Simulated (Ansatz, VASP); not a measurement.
## Sb: VASP beside Ansatz

```
CELL_PARAMETERS angstrom
7.01334 0.00000 0.00000
-3.50667 6.07373 0.00000
0.00000 0.00000 5.61084
ATOMIC_POSITIONS crystal
Sb 0.50000 0.00000 0.50000
Sb 0.00000 0.50000 0.50000
Sb 0.50000 0.50000 0.50000
Sb 0.33333 0.66667 0.25173
Sb 0.33333 0.66667 0.74827
Sb 0.66667 0.33333 0.74827
Sb 0.66667 0.33333 0.25173
Sb 0.00000 0.00000 0.00000
```

Alike in both runs: task relaxation of cell and atoms; functional PBE; k mesh 3 × 3 × 4; occupations gaussian, width 0.1 eV; no spin polarisation.

|  | VASP | Ansatz |
| --- | --- | --- |
| version | VASP 6.6.1 | Ansatz 0.2.0 |
| potentials or method | VASP PAW PBE potentials, release 64 (Sb), cutoff 600 eV | scalar-relativistic, plane waves, PAW |
| valence electrons in the cell | 40 | 120 |

Ansatz gave:

| Item | Value |
| --- | --- |
| gap on the k mesh at the Fermi level, each at its own relaxed structure (eV) | none |
| relaxed volume (Å³/atom) | 33.21 |
| relaxed cell length with the largest relative difference (Å) | 5.794 |

Estimate VASP's values.

gap on the k mesh at the Fermi level, each at its own relaxed structure (eV): none; relaxed volume (Å³/atom): 44.85; relaxed cell length with the largest relative difference (Å): 7.843.

A gap of «none» marks a metal or a gap that the smearing closes. One of these differences is far larger than is usual between the two programs; its cause wasn't traced. VASP's potentials hold 40 valence electrons a cell and Ansatz's 120, so a difference there can come from the potentials and not from the codes.

Neither program's run includes spin-orbit coupling. Noted on VASP's run: the volume moved by over 15 % at a fixed basis, so the end points are rough.
